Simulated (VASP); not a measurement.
# Ni (Fm-3m) in VASP: further runs

The runs below take Ni through single point, with PBE.

All numbers are computed with VASP 6.6.1; they aren't measurements. Logs are shortened: lines on timing, memory, paths and dates and some standing lists are left out, and cuts for length are marked.

## Step 1: The cell of the first run

Symmetry: Fm-3m, No. 225, cubic system. The conventional cell has a = 3.475 Å, b = 3.475 Å, c = 3.475 Å, α = 90.00°, β = 90.00°, γ = 90.00°. Within 3.2 Å of Ni (site symmetry m-3m) lie 12 Ni at 2.46 Å.

## Step 2: Single point, PBE, collinear spin, ferromagnetic start

INCAR

```
  ALGO = Normal
  EDIFF = 1E-6
  ENCUT = 520
  GGA = PE
  ISIF = 2
  ISMEAR = -1
  ISPIN = 2
  LASPH = True
  LCHARG = True
  LELF = True
  LMAXMIX = 4
  LORBIT = 11
  LREAL = False
  LVHAR = True
  LWAVE = False
  MAGMOM = 2
  NBANDS = 15
  NELM = 150
  NUPDOWN = 2.0
  PREC = Accurate
  SIGMA = 0.05
```

KPOINTS

```
k-points
0
Gamma
  11 11 11
```

POSCAR

```
Ni
1.0
    0.0000000000      1.7375729330      1.7375729330
    1.7375729330      0.0000000000      1.7375729330
    1.7375729330      1.7375729330      0.0000000000
Ni
1
Direct
    0.0000000000      0.0000000000      0.0000000000
```

Potentials or basis: VASP PAW PBE potentials, release 64 (Ni).

Started as:

```console
$ cat potpaw_PBE.64/Ni/POTCAR > POTCAR
$ mpirun -np 1 vasp_std > vasp.out
```

OUTCAR:

```text
EDIFF = 1E-6
   ENCUT = 520
   GGA = PE
   ISIF = 2
   ISMEAR = -1
   ISPIN = 2
   LASPH = True
   LORBIT = 11
   LREAL = False
   NELM = 150
   NUPDOWN = 2.0
   PREC = Accurate

 ion  position               nearest neighbor table
   1  0.000  0.000  0.000-

  LATTYP: Found a face centered cubic cell.
 ALAT       =     3.4751458660

  Lattice vectors:

 A1 = (   0.0000000000,   1.7375729330,   1.7375729330)
 A2 = (   1.7375729330,   0.0000000000,   1.7375729330)
 A3 = (   1.7375729330,   1.7375729330,   0.0000000000)

Analysis of symmetry for initial positions (statically):
=====================================================================
 Subroutine PRICEL returns:
 Original cell was already a primitive cell.

 Routine SETGRP: Setting up the symmetry group for a
 face centered cubic supercell.

 Subroutine GETGRP returns: Found 48 space group operations
 (whereof 48 operations were pure point group operations)
 out of a pool of 48 trial point group operations.

The static configuration has the point symmetry O_h .

Analysis of symmetry for dynamics (positions and initial velocities):
=====================================================================
 Subroutine PRICEL returns:
 Original cell was already a primitive cell.

 Routine SETGRP: Setting up the symmetry group for a
 face centered cubic supercell.

 Subroutine GETGRP returns: Found 48 space group operations
 (whereof 48 operations were pure point group operations)
 out of a pool of 48 trial point group operations.

The dynamic configuration has the point symmetry O_h .

Analysis of structural, dynamic, and magnetic symmetry:
=====================================================================
 Subroutine PRICEL returns:
 Original cell was already a primitive cell.

 Routine SETGRP: Setting up the symmetry group for a
 face centered cubic supercell.

 Subroutine GETGRP returns: Found 48 space group operations
 (whereof 48 operations were pure point group operations)
 out of a pool of 48 trial point group operations.

The overall configuration has the point symmetry O_h .

 Subroutine INISYM returns: Found 48 space group operations
 (whereof 48 operations are pure point group operations),
 and found     1 'primitive' translations

----------------------------------------------------------------------------------------

                                     Primitive cell

  volume of cell :      10.4920

  direct lattice vectors                    reciprocal lattice vectors
     0.000000000  1.737572933  1.737572933    -0.287757705  0.287757705  0.287757705
     1.737572933  0.000000000  1.737572933     0.287757705 -0.287757705  0.287757705
     1.737572933  1.737572933  0.000000000     0.287757705  0.287757705 -0.287757705
[... 118 lines left out ...]

 number of electron      10.0000000 magnetization       2.0000000

 number of electron       9.9999998 magnetization       1.9999999

 Free energy of the ion-electron system (eV)
  ---------------------------------------------------
  ext. energy  EPLUGINS =         0.00000000
  ---------------------------------------------------
  free energy    TOTEN  =        -3.64924577 eV

  energy without entropy =       -3.63755361  energy(sigma->0) =       -3.64339969

 E-fermi :   8.9789     XC(G=0): -13.5637

 val. band max:       15.0490328291   @ k =  -0.4545   0.0909   0.0000
 cond. band min:       8.9940515560   @ k =  -0.3636   0.3636   0.0000
 fundamental gap:     -6.0549812731
 Fermi energy:        15.3137594574

 spin component 1

 k-point     1 :       0.0000    0.0000    0.0000
  band No.  band energies     occupation
      1       0.1919      1.00000
      2       6.0712      1.00000
      3       6.0712      1.00000
      4       6.0712      1.00000
      5       7.1165      1.00000
      6       7.1165      1.00000
      7      33.5115      0.00000
      8      37.6305      0.00000
      9      37.6305      0.00000
     10      37.6305      0.00000
     11      40.4686      0.00000
     12      40.4686      0.00000
     13      40.4686      0.00000
     14      43.6537      0.00000
[... 403 lines left out ...]
      4       6.6845      1.00000
      5       6.7137      1.00000
      6       7.9910      1.00000
      7      24.8942      0.00000
      8      25.8729      0.00000
      9      35.9955      0.00000
     10      36.9596      0.00000
     11      39.1054      0.00000
     12      42.0977      0.00000
     13      42.9636      0.00000
     14      48.1260      0.00000
     15      51.7948      0.00000

 [... further k-points ...]

 spin component 2

 k-point     1 :       0.0000    0.0000    0.0000
  band No.  band energies     occupation
      1       1.0585      1.00000
      2       7.8154      1.00000
      3       7.8154      1.00000
      4       7.8154      1.00000
      5       8.9053      0.81344
      6       8.9053      0.81344
      7      34.3709      0.00000
      8      38.5168      0.00000
      9      38.5168      0.00000
     10      38.5168      0.00000
     11      41.5286      0.00000
     12      41.5286      0.00000
     13      41.5286      0.00000
     14      44.5026      0.00000
[... 403 lines left out ...]
      4       8.4622      0.99997
      5       8.4723      0.99996
      6       9.7684      0.00000
      7      26.0090      0.00000
      8      26.8705      0.00000
      9      36.8864      0.00000
     10      37.9583      0.00000
     11      39.9859      0.00000
     12      43.0949      0.00000
     13      43.9407      0.00000
     14      49.4783      0.00000
     15      52.6764      0.00000

 [... further k-points ...]
[... 5 lines left out ...]
  --------------------------------------------------------------------------------------
  -------------------------------------------------------------------------------------
  Total        2.4826561      2.4826561      2.4826561      0.0000000      0.0000000     -0.0000000
  in kB      379.1124266    379.1124266    379.1124266      0.0000000      0.0000000     -0.0000000
  external PRESSURE =     379.1124266 kB  Pullay stress =       0.0000000 kB

 VOLUME and BASIS-vectors are now :
 -----------------------------------------------------------------------------
  energy-cutoff  :      520.00
  volume of cell :       10.49
      direct lattice vectors                 reciprocal lattice vectors
     0.000000000  1.737572933  1.737572933    -0.287757705  0.287757705  0.287757705
     1.737572933  0.000000000  1.737572933     0.287757705 -0.287757705  0.287757705
     1.737572933  1.737572933  0.000000000     0.287757705  0.287757705 -0.287757705

 POSITION                                       TOTAL-FORCE (eV/Angst)
 -----------------------------------------------------------------------------------
      0.00000      0.00000      0.00000         0.000000      0.000000      0.000000
 -----------------------------------------------------------------------------------
    total drift:                                0.000000     -0.000000     -0.000000

  FREE ENERGIE OF THE ION-ELECTRON SYSTEM (eV)
  ---------------------------------------------------
  free  energy   TOTEN  =        -3.6492457669 eV

  energy  without entropy=       -3.6375536125  energy(sigma->0) =       -3.64339969

 total charge

# of ion       s       p       d       tot
------------------------------------------
    1        0.559   0.700   8.060   9.318

 magnetization (x)

# of ion       s       p       d       tot
------------------------------------------
    1        0.073   0.241   1.577   1.891
```

stdout:

```text
POSCAR found type information on POSCAR Ni
 POSCAR found :  1 types and       1 ions
 scaLAPACK will be used
 LDA part: xc-table for (Slater+PW92), standard interpolation
 POSCAR, INCAR and KPOINTS ok, starting setup
 FFT: planning ... GRIDC
 FFT: planning ... GRID_SOFT
 FFT: planning ... GRID
 WAVECAR not read
 entering main loop
```

It took 29 s on 1 thread of Intel Xeon 8259CL, shared host; peak memory 0.13 GiB.

What came out:

```
Free energy                                           : -3.6492 eV
Pressure                                              : 37.9 GPa
Net moment                                            : 2.00 μB per cell
Site moments                                          : Ni +1.89 μB
Valence electrons inside the program's atomic spheres : Ni 9.32
```

Caveat: the total moment is fixed, so each spin has its own Fermi level.

## Step 3: Single point, PBE, collinear spin, ferromagnetic start

INCAR

```
SYSTEM = Ni
PREC = Accurate
ENCUT = 520
EDIFF = 1E-7
ISMEAR = -1
SIGMA = 0.05
LREAL = .False.
LASPH = .True.
NELM = 150
ALGO = Normal
ISIF = 2
LWAVE = .False.
LCHARG = .False.
ISPIN = 2
MAGMOM = 1
LORBIT = 11
LMAXMIX = 4
GGA = PE
NBANDS = 15
```

KPOINTS

```
Automatic mesh
0
Gamma
  11 11 11
  0 0 0
```

POSCAR is that of step 2.

Potentials or basis: VASP PAW PBE potentials, release 64 (Ni).

Started as:

```console
$ cat potpaw_PBE.64/Ni/POTCAR > POTCAR
$ mpirun -np 1 vasp_std > vasp.out
```

OUTCAR:

```text
SYSTEM = Ni
   PREC = Accurate
   ENCUT = 520
   EDIFF = 1E-7
   ISMEAR = -1
   LREAL = .False.
   LASPH = .True.
   NELM = 150
   ISIF = 2
   ISPIN = 2
   LORBIT = 11
   GGA = PE

 ion  position               nearest neighbor table
   1  0.000  0.000  0.000-

  LATTYP: Found a face centered cubic cell.
 ALAT       =     3.4751458660

  Lattice vectors:

 A1 = (   0.0000000000,   1.7375729330,   1.7375729330)
 A2 = (   1.7375729330,   0.0000000000,   1.7375729330)
 A3 = (   1.7375729330,   1.7375729330,   0.0000000000)

Analysis of symmetry for initial positions (statically):
=====================================================================
 Subroutine PRICEL returns:
 Original cell was already a primitive cell.

 Routine SETGRP: Setting up the symmetry group for a
 face centered cubic supercell.

 Subroutine GETGRP returns: Found 48 space group operations
 (whereof 48 operations were pure point group operations)
 out of a pool of 48 trial point group operations.

The static configuration has the point symmetry O_h .
[... 629 lines left out ...]
      9      38.0524      0.00000
     10      38.0524      0.00000
     11      41.2423      0.00000
     12      41.2423      0.00000
     13      41.2423      0.00000
     14      43.8901      0.00000
[... 403 lines left out ...]
      4       8.6975      1.00000
      5       8.7879      1.00000
      6      10.0599      0.03224
      7      25.7411      0.00000
      8      26.5196      0.00000
      9      36.4175      0.00000
     10      37.6213      0.00000
     11      39.4602      0.00000
     12      42.7606      0.00000
     13      43.6063      0.00000
     14      49.2940      0.00000
     15      52.2103      0.00000

 [... further k-points ...]

------------------------ aborting loop because EDIFF is reached ----------------------------------------

  FORCE on cell =-STRESS in cart. coord.  units (eV):
  Direction    XX          YY          ZZ          XY          YZ          ZX
  --------------------------------------------------------------------------------------
  -------------------------------------------------------------------------------------
  Total        0.4981576      0.4981576      0.4981576      0.0000000      0.0000000     -0.0000000
  in kB       76.0708415     76.0708415     76.0708415      0.0000000      0.0000000     -0.0000000
  external PRESSURE =      76.0708415 kB  Pullay stress =       0.0000000 kB

 VOLUME and BASIS-vectors are now :
 -----------------------------------------------------------------------------
  energy-cutoff  :      520.00
  volume of cell :       10.49
      direct lattice vectors                 reciprocal lattice vectors
     0.000000000  1.737572933  1.737572933    -0.287757705  0.287757705  0.287757705
     1.737572933  0.000000000  1.737572933     0.287757705 -0.287757705  0.287757705
     1.737572933  1.737572933  0.000000000     0.287757705  0.287757705 -0.287757705

 POSITION                                       TOTAL-FORCE (eV/Angst)
 -----------------------------------------------------------------------------------
      0.00000      0.00000      0.00000         0.000000      0.000000      0.000000
 -----------------------------------------------------------------------------------
    total drift:                               -0.000000     -0.000000     -0.000000

  FREE ENERGIE OF THE ION-ELECTRON SYSTEM (eV)
  ---------------------------------------------------
  free  energy   TOTEN  =        -5.4695997067 eV

  energy  without entropy=       -5.4562630288  energy(sigma->0) =       -5.46293137

 total charge

# of ion       s       p       d       tot
------------------------------------------
    1        0.512   0.531   8.334   9.377

 magnetization (x)

# of ion       s       p       d       tot
------------------------------------------
    1       -0.008  -0.027   0.617   0.582
```

Run time: 30 s. Hardware: 1 thread of Intel Xeon 8259CL, shared host; peak memory 0.13 GiB.

What came out:

| Quantity | Value |
| --- | --- |
| Free energy | -5.4696 eV |
| Pressure | 7.6 GPa |
| Net moment | 0.57 μB per cell |
| Site moments | Ni +0.58 μB |
| Valence electrons inside the program's atomic spheres | Ni 9.38 |
